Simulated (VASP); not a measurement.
# ScAl3 (Pm-3m) in VASP: a series of runs

Aim: see how the results for ScAl3 move with the level of theory and the settings. Levels: RPBE, revPBE+D3(BJ). Tasks: single point, relaxation of cell and atoms.

Everything below comes from runs of VASP 6.6.1. Logs are shortened: lines on timing, memory, paths and dates and some standing lists are left out, and cuts for length are marked.

## (1) The cell of the first run

It takes space group Pm-3m (No. 221, cubic). Conventional cell: a = 4.139 Å, b = 4.139 Å, c = 4.139 Å, α = 90.00°, β = 90.00°, γ = 90.00°. Sc (site symmetry m-3m) has 12 Al at 2.93 Å within 3.9 Å. Al (site symmetry 4/mmm) has 4 Sc at 2.93 Å and 8 Al at 2.93 Å within 3.9 Å.

## (2) Single point, RPBE

Input file INCAR:

```
SYSTEM = ScAl3
PREC = Accurate
ENCUT = 520
EDIFF = 1E-6
ISMEAR = -1
SIGMA = 0.1
LREAL = .False.
LASPH = .True.
NELM = 100
ALGO = Normal
ISIF = 2
LWAVE = .False.
LCHARG = .False.
GGA = RP
NBANDS = 18
```

Input file KPOINTS:

```
Automatic mesh
0
Gamma
  6 6 6
  0 0 0
```

Input file POSCAR:

```
ScAl3
1.0
    4.1389759027      0.0000000000      0.0000000000
    0.0000000000      4.1389759027      0.0000000000
    0.0000000000      0.0000000000      4.1389759027
Sc Al
1 3
Direct
    0.0000000000      0.0000000000      0.0000000000
    0.5000000000      0.0000000000      0.5000000000
    0.0000000000      0.5000000000      0.5000000000
    0.5000000000      0.5000000000      0.0000000000
```

Potentials or basis: VASP PAW PBE potentials, release 64 (Sc_sv, Al).

Started as:

```
$ cat potpaw_PBE.64/Sc_sv/POTCAR potpaw_PBE.64/Al/POTCAR > POTCAR
$ mpirun -np 1 vasp_std > vasp.out
```

OUTCAR:

```text
SYSTEM = ScAl3
   PREC = Accurate
   ENCUT = 520
   EDIFF = 1E-6
   ISMEAR = -1
   LREAL = .False.
   LASPH = .True.
   NELM = 100
   ISIF = 2
   GGA = RP

 ion  position               nearest neighbor table
   1  0.000  0.000  0.000-   2 2.93   3 2.93   4 2.93   2 2.93   3 2.93   3 2.93   4 2.93   3 2.93
                             2 2.93   4 2.93   2 2.93   4 2.93
   2  0.500  0.000  0.500-   1 2.93   3 2.93   4 2.93   1 2.93   4 2.93   3 2.93   4 2.93   4 2.93
                             1 2.93   3 2.93   1 2.93   3 2.93
   3  0.000  0.500  0.500-   1 2.93   2 2.93   4 2.93   1 2.93   4 2.93   1 2.93   2 2.93   1 2.93
                             2 2.93   4 2.93   4 2.93   2 2.93
   4  0.500  0.500  0.000-   1 2.93   2 2.93   3 2.93   2 2.93   3 2.93   1 2.93   2 2.93   2 2.93
                             1 2.93   3 2.93   3 2.93   1 2.93

  LATTYP: Found a simple cubic cell.
 ALAT       =     4.1389759027

  Lattice vectors:

 A1 = (   4.1389759027,   0.0000000000,   0.0000000000)
 A2 = (   0.0000000000,   4.1389759027,   0.0000000000)
 A3 = (   0.0000000000,   0.0000000000,   4.1389759027)

Analysis of symmetry for initial positions (statically):
=====================================================================
 Subroutine PRICEL returns:
 Original cell was already a primitive cell.

 Routine SETGRP: Setting up the symmetry group for a
 simple cubic supercell.

 Subroutine GETGRP returns: Found 48 space group operations
[... 9 lines left out ...]

 Routine SETGRP: Setting up the symmetry group for a
 simple cubic supercell.

 Subroutine GETGRP returns: Found 48 space group operations
[... 11 lines left out ...]
                                     Primitive cell

  volume of cell :      70.9053

  direct lattice vectors                    reciprocal lattice vectors
     4.138975903  0.000000000  0.000000000     0.241605659  0.000000000  0.000000000
     0.000000000  4.138975903  0.000000000     0.000000000  0.241605659  0.000000000
     0.000000000  0.000000000  4.138975903     0.000000000  0.000000000  0.241605659

  length of vectors
     4.138975903  4.138975903  4.138975903     0.241605659  0.241605659  0.241605659

  position of ions in fractional coordinates (direct lattice)
     0.000000000  0.000000000  0.000000000
     0.500000000  0.000000000  0.500000000
     0.000000000  0.500000000  0.500000000
     0.500000000  0.500000000  0.000000000

  ion indices of the primitive-cell ions
   primitive index   ion index
                 1           1
                 2           2
                 3           3
                 4           4

----------------------------------------------------------------------------------------

 KPOINTS: Automatic mesh

Automatic generation of k-mesh.
 Grid dimensions read from file:
 generate k-points for:    6    6    6

 Generating k-lattice:

  Cartesian coordinates                     Fractional coordinates (reciprocal lattice)
     0.040267610  0.000000000  0.000000000     0.166666667  0.000000000  0.000000000
     0.000000000  0.040267610  0.000000000     0.000000000  0.166666667  0.000000000
     0.000000000  0.000000000  0.040267610     0.000000000  0.000000000  0.166666667

  Length of vectors
     0.040267610  0.040267610  0.040267610

  Shift w.r.t. Gamma in fractional coordinates (k-lattice)
     0.000000000  0.000000000  0.000000000

 Subroutine IBZKPT returns following result:
 ===========================================

 Found     20 irreducible k-points:

 Following reciprocal coordinates:
            Coordinates               Weight
  0.000000  0.000000  0.000000      1.000000
  0.166667  0.000000  0.000000      6.000000
  0.333333  0.000000  0.000000      6.000000
  0.500000  0.000000  0.000000      3.000000
  0.166667  0.166667  0.000000     12.000000
  0.333333  0.166667  0.000000     24.000000
[... 12 lines left out ...]
  0.500000  0.500000  0.333333      6.000000
  0.500000  0.500000  0.500000      1.000000
   k-points           NKPTS =     20   k-points in BZ     NKDIM =     20   number of bands    NBANDS=     18
   number of dos      NEDOS =    301   number of ions     NIONS =      4
   total plane-waves  NPLWV =  32768
   dimension x,y,z NGX =    32 NGY =   32 NGZ =   32
   dimension x,y,z NGXF=    64 NGYF=   64 NGZF=   64
   ions per type =               1   3
   NGX,Y,Z   is equivalent  to a cutoff of  12.85, 12.85, 12.85 a.u.
   NGXF,Y,Z  is equivalent  to a cutoff of  25.71, 25.71, 25.71 a.u.
 SYSTEM =  ScAl3
   PREC   = accura    normal or accurate (medium, high low for compatibility)
   ISTART =      0    job   : 0-new  1-cont  2-samecut
   ICHARG =      2    charge: 1-file 2-atom 10-const
   ISPIN  =      1    spin polarized calculation?
   LNONCOLLINEAR =      F non collinear calculations
   LSORBIT =      F    spin-orbit coupling
   LASPH  =      T    aspherical Exc in radial PAW
   ENCUT  =  520.0 eV  38.22 Ry    6.18 a.u.   7.70  7.70  7.70*2*pi/ulx,y,z
   NELM   =    100;   NELMIN=  2; NELMDL= -5     # of ELM steps
   EDIFF  = 0.1E-05   stopping-criterion for ELM
   LREAL  =      F    real-space projection
   EDIFFG = 0.1E-04   stopping-criterion for IOM
   NSW    =      0    number of steps for IOM
   IBRION =     -1    ionic relax: 0-MD 1-quasi-New 2-CG
   NFREE  =      0    steps in history (QN), initial steepest desc. (CG)
   ISIF   =      2    stress and relaxation
   ISYM   =      2    0-nonsym 1-usesym 2-fastsym
   POTIM  = 0.5000    time-step for ionic-motion
   TEBEG  =    0.0;   TEEND  =   0.0 temperature during run
   PSTRESS=    0.0 pullay stress
   NELECT =      20.0000    total number of electrons
   NUPDOWN=      -1.0000    fix difference up-down
   EMIN   =  10.00;   EMAX   =-10.00  energy-range for DOS
   EFERMI =   0.00;   METHOD = LEGACY
   ISMEAR =    -1;   SIGMA  =   0.10  broadening in eV -4-tet -1-fermi 0-gaus
   EFERMI_NEDOS =   21; number of points for ismear=-14 and -15
   IALGO  =     38    algorithm
   IMIX   =      4    mixing-type and parameters
     AMIX     =   0.40;   BMIX     =  1.00
     AMIX_MAG =   1.60;   BMIX_MAG =  1.00
  volume/ion in A,a.u.               =      17.73       119.62
  Fermi-wavevector in a.u.,A,eV,Ry     =   1.073640  2.028885 15.683468  1.152702
  Thomas-Fermi vector in A             =   2.209445
   LORBIT       =      0    0 simple, 1 ext, 2 COOP (PROOUT), +10 PAW based schemes
   GGA     = RP    functional components
   LHFCALC =     F    Hartree Fock is set to
   AEXX    =    0.0000 exact exchange contribution
   IVDW    =     0    specifies the selected vdW correction
   LEPSILON=     F    determine dielectric tensor
   LRPA    =     F    only Hartree local field effects (RPA)
 non-spin polarized calculation
  energy-cutoff  :      520.00
  volume of cell :       70.91
 maximum number of plane-waves:      1935
 NGX is ok and might be reduce to    32
   NGX = 15   NGY = 15   NGZ = 15

 number of electron      19.9999993 magnetization

 Free energy of the ion-electron system (eV)
  ---------------------------------------------------
  ext. energy  EPLUGINS =         0.00000000
  ---------------------------------------------------
  free energy    TOTEN  =       -18.21820587 eV

  energy without entropy =      -18.16428203  energy(sigma->0) =      -18.19124395

 E-fermi :   7.1220     XC(G=0): -10.1978

 val. band max:        6.8653804409   @ k =   0.3333   0.3333   0.0000
 cond. band min:       7.1394105801   @ k =   0.5000   0.3333   0.1667
 fundamental gap:      0.2740301391
 Fermi energy:         7.1219716698

 k-point     1 :       0.0000    0.0000    0.0000
  band No.  band energies     occupation
      1     -42.1893      2.00000
      2     -20.8114      2.00000
      3     -20.8114      2.00000
      4     -20.8114      2.00000
      5      -2.7971      2.00000
      6       4.4776      2.00000
[... 10 lines left out ...]
     17      12.1797      0.00000
     18      12.1797      0.00000

 k-point     2 :       0.1667    0.0000    0.0000
  band No.  band energies     occupation
      1     -42.1890      2.00000
      2     -20.8180      2.00000
      3     -20.8108      2.00000
      4     -20.8108      2.00000
      5      -2.5495      2.00000
      6       2.9371      2.00000
[... 10 lines left out ...]
     17      12.2097      0.00000
     18      12.2097      0.00000

 k-point     3 :       0.3333    0.0000    0.0000
  band No.  band energies     occupation
      1     -42.1885      2.00000
      2     -20.8314      2.00000
      3     -20.8098      2.00000
      4     -20.8098      2.00000
      5      -1.8307      2.00000
      6       1.0865      2.00000
[... 10 lines left out ...]
     17      11.3896      0.00000
     18      12.4353      0.00000

 k-point     4 :       0.5000    0.0000    0.0000
  band No.  band energies     occupation
      1     -42.1882      2.00000
      2     -20.8380      2.00000
      3     -20.8092      2.00000
      4     -20.8092      2.00000
      5      -0.9790      2.00000
      6      -0.1620      2.00000
[... 10 lines left out ...]
     17      10.9351      0.00000
     18      12.0224      0.00000

 k-point     5 :       0.1667    0.1667    0.0000
  band No.  band energies     occupation
      1     -42.1887      2.00000
      2     -20.8177      2.00000
      3     -20.8171      2.00000
      4     -20.8103      2.00000
      5      -2.3057      2.00000
      6       2.9755      2.00000
[... 10 lines left out ...]
     17      12.1804      0.00000
     18      12.2864      0.00000

 k-point     6 :       0.3333    0.1667    0.0000
  band No.  band energies     occupation
      1     -42.1882      2.00000
      2     -20.8306      2.00000
      3     -20.8162      2.00000
      4     -20.8093      2.00000
      5      -1.5995      2.00000
      6       1.2995      2.00000
[... 10 lines left out ...]
     17      11.4592      0.00000
     18      12.5766      0.00000

 k-point     7 :       0.5000    0.1667    0.0000
  band No.  band energies     occupation
      1     -42.1880      2.00000
      2     -20.8371      2.00000
      3     -20.8155      2.00000
      4     -20.8087      2.00000
      5      -0.7776      2.00000
      6       0.0851      2.00000
[... 10 lines left out ...]
     17      11.3758      0.00000
     18      12.5263      0.00000

 k-point     8 :       0.3333    0.3333    0.0000
  band No.  band energies     occupation
      1     -42.1878      2.00000
      2     -20.8292      2.00000
      3     -20.8286      2.00000
      4     -20.8082      2.00000
      5      -0.9334      2.00000
      6       1.8482      2.00000
[... 10 lines left out ...]
     17      11.1945      0.00000
     18      12.9744      0.00000
[... 145 lines left out ...]
     17      11.9231      0.00000
     18      12.5121      0.00000

 k-point    16 :       0.5000    0.5000    0.1667
  band No.  band energies     occupation
      1     -42.1870      2.00000
      2     -20.8335      2.00000
      3     -20.8335      2.00000
      4     -20.8132      2.00000
      5       0.6642      2.00000
      6       1.6141      2.00000
[... 10 lines left out ...]
     17      11.0168      0.00000
     18      12.9067      0.00000

 k-point    17 :       0.3333    0.3333    0.3333
  band No.  band energies     occupation
      1     -42.1870      2.00000
      2     -20.8271      2.00000
      3     -20.8263      2.00000
      4     -20.8263      2.00000
      5      -0.0798      2.00000
      6       2.4214      2.00000
[... 10 lines left out ...]
     17      11.7051      0.00000
     18      13.7190      0.00000

 k-point    18 :       0.5000    0.3333    0.3333
  band No.  band energies     occupation
      1     -42.1868      2.00000
      2     -20.8327      2.00000
      3     -20.8261      2.00000
      4     -20.8255      2.00000
      5       0.6236      2.00000
      6       1.5378      2.00000
[... 10 lines left out ...]
     17      11.2788      0.00000
     18      14.0880      0.00000

 k-point    19 :       0.5000    0.5000    0.3333
  band No.  band energies     occupation
      1     -42.1866      2.00000
      2     -20.8318      2.00000
      3     -20.8318      2.00000
      4     -20.8250      2.00000
      5       1.3494      2.00000
      6       2.0087      2.00000
[... 10 lines left out ...]
     17      10.9355      0.00000
     18      15.4383      0.00000

 k-point    20 :       0.5000    0.5000    0.5000
  band No.  band energies     occupation
      1     -42.1864      2.00000
      2     -20.8309      2.00000
      3     -20.8309      2.00000
      4     -20.8309      2.00000
      5       2.3217      2.00000
      6       2.3217      2.00000
[... 10 lines left out ...]
     17      10.9174      0.00000
     18      17.6691      0.00000

------------------------ aborting loop because EDIFF is reached ----------------------------------------

  FORCE on cell =-STRESS in cart. coord.  units (eV):
  Direction    XX          YY          ZZ          XY          YZ          ZX
  --------------------------------------------------------------------------------------
  -------------------------------------------------------------------------------------
  Total       -0.0307992     -0.0307992     -0.0307992      0.0000000      0.0000000     -0.0000000
  in kB       -0.6959389     -0.6959389     -0.6959389      0.0000000      0.0000000     -0.0000000
  external PRESSURE =      -0.6959389 kB  Pullay stress =       0.0000000 kB

 VOLUME and BASIS-vectors are now :
 -----------------------------------------------------------------------------
  energy-cutoff  :      520.00
  volume of cell :       70.91
      direct lattice vectors                 reciprocal lattice vectors
     4.138975903  0.000000000  0.000000000     0.241605659  0.000000000  0.000000000
     0.000000000  4.138975903  0.000000000     0.000000000  0.241605659  0.000000000
     0.000000000  0.000000000  4.138975903     0.000000000  0.000000000  0.241605659

 POSITION                                       TOTAL-FORCE (eV/Angst)
 -----------------------------------------------------------------------------------
      0.00000      0.00000      0.00000         0.000000      0.000000      0.000000
      2.06949      0.00000      2.06949         0.000000      0.000000      0.000000
      0.00000      2.06949      2.06949         0.000000      0.000000      0.000000
      2.06949      2.06949      0.00000         0.000000      0.000000      0.000000
 -----------------------------------------------------------------------------------
    total drift:                               -0.000000      0.000000      0.000000

  FREE ENERGIE OF THE ION-ELECTRON SYSTEM (eV)
  ---------------------------------------------------
  free  energy   TOTEN  =       -18.2182058724 eV

  energy  without entropy=      -18.1642820305  energy(sigma->0) =      -18.19124395
```

Run time: 8.9 s. Hardware: 1 thread of Intel Xeon 6975P-C (Granite Rapids), shared host; peak memory 0.18 GiB.

What came out:

```
Free energy            : -18.2182 eV
Pressure               : -0.1 GPa
Band gap on the k mesh : zero (band 10 reaches 7.78 eV, above the bottom of band 11 at 4.10 eV)
```

Levels at points of the mesh, in eV from the Fermi level:
```csv
k point,band 7,band 8,band 9,band 10,band 11,band 12,band 13,band 14
"(0.00, 0.00, 0.00)",-2.64,-1.89,-1.89,-1.89,1.17,1.21,1.21,1.21
"(0.50, 0.00, 0.00)",-1.74,-1.74,-1.48,0.65,0.86,0.86,1.25,1.53
"(0.50, 0.50, 0.00)",-5.66,-4.36,-0.59,-0.59,1.10,1.27,1.95,2.36
"(0.50, 0.50, 0.50)",-4.80,-4.44,-3.03,-3.03,-3.03,0.80,2.47,2.47
```

Caveat: the PAW data sets were made with another functional, which shifts forces and pressure a little.

## (3) Relaxation of cell and atoms, revPBE+D3(BJ)

This run uses another cell than the first one, of 17.08 Å³/atom, 0.963 times its volume.

Input file INCAR:

```
SYSTEM = ScAl3
PREC = Accurate ; ENCUT = 600
EDIFF = 1E-6 ; ISMEAR = -1
SIGMA = 0.1 ; LREAL = .FALSE.
LASPH = .TRUE. ; NELM = 100
ALGO = Normal ; ISIF = 3
LWAVE = .FALSE. ; LCHARG = .FALSE.
GGA = RE ; IVDW = 12
IBRION = 2 ; NSW = 60
EDIFFG = -0.01
```

Input file KPOINTS:

```
Automatic mesh
0
G
  6 6 6
  0 0 0
```

Input file POSCAR:

```
ScAl3
1.0
    4.0878070000      0.0000000000      0.0000000000
    0.0000000000      4.0878070000      0.0000000000
    0.0000000000      0.0000000000      4.0878070000
Sc Al
1 3
Direct
    0.0000000000      0.0000000000      0.0000000000
    0.5000000000      0.0000000000      0.5000000000
    0.0000000000      0.5000000000      0.5000000000
    0.5000000000      0.5000000000      0.0000000000
```

Potentials or basis: VASP PAW PBE potentials, release 64 (Sc_sv, Al).

Started as:

```
$ cat potpaw_PBE.64/Sc_sv/POTCAR potpaw_PBE.64/Al/POTCAR > POTCAR
$ mpirun -np 1 vasp_std > vasp.out
```

It took 23 s on 1 thread of Intel Xeon 6975P-C (Granite Rapids), shared host; peak memory 0.22 GiB.

The run converged. Its results:

```yaml
Free_energy: -21.3129 eV
Relaxed_volume: 16.27 Å³/atom
Relaxed_cell: a = 4.023 Å, b = 4.023 Å, c = 4.023 Å, α = 90.00°, β = 90.00°, γ = 90.00°
Space_group_after_relaxing_to_0.05_Å: Pm-3m (No. 221)
Energy_gained_by_relaxing: 11.1 meV/atom
Ionic_steps: 3
Pressure_after_relaxing: 0.0 GPa
Band_gap_on_the_k_mesh: zero (band 10 reaches 8.86 eV, above the bottom of band 11 at 4.77 eV)
Dispersion_energy_per_atom: -0.750 eV
```

The path:
```tsv
step	energy change (eV)	largest force (eV/Å)	pressure (GPa)	volume (Å³)
1	0.0000	0.0000	-4.25	68.31
2	-0.0380	0.0000	1.84	63.92
3	-0.0446	0.0000	0.00	65.09
```

Final structure:
```
Sc Al
1.0
     4.02252    0.00000    0.00000
     0.00000    4.02252    0.00000
     0.00000    0.00000    4.02252
Sc Al
1 3
Direct
  0.00000 0.00000 0.00000
  0.50000 0.00000 0.50000
  0.00000 0.50000 0.50000
  0.50000 0.50000 0.00000
```

Levels at points of the mesh, in eV from the Fermi level:
```
           k point  band 8  band 9  band 10  band 11  band 12  band 13
(0.00, 0.00, 0.00)   -1.95   -1.95    -1.95     1.14     1.23     1.23
(0.50, 0.00, 0.00)   -1.90   -1.68     0.96     0.96     1.10     1.24
(0.50, 0.50, 0.00)   -4.59   -0.67    -0.67     1.10     1.34     2.11
(0.50, 0.50, 0.50)   -4.76   -3.13    -3.13    -3.13     0.98     2.67
```

Caveat: the PAW data sets were made with another functional, which shifts forces and pressure a little; pairwise dispersion overbinds metals, which lowers pressure and volume.
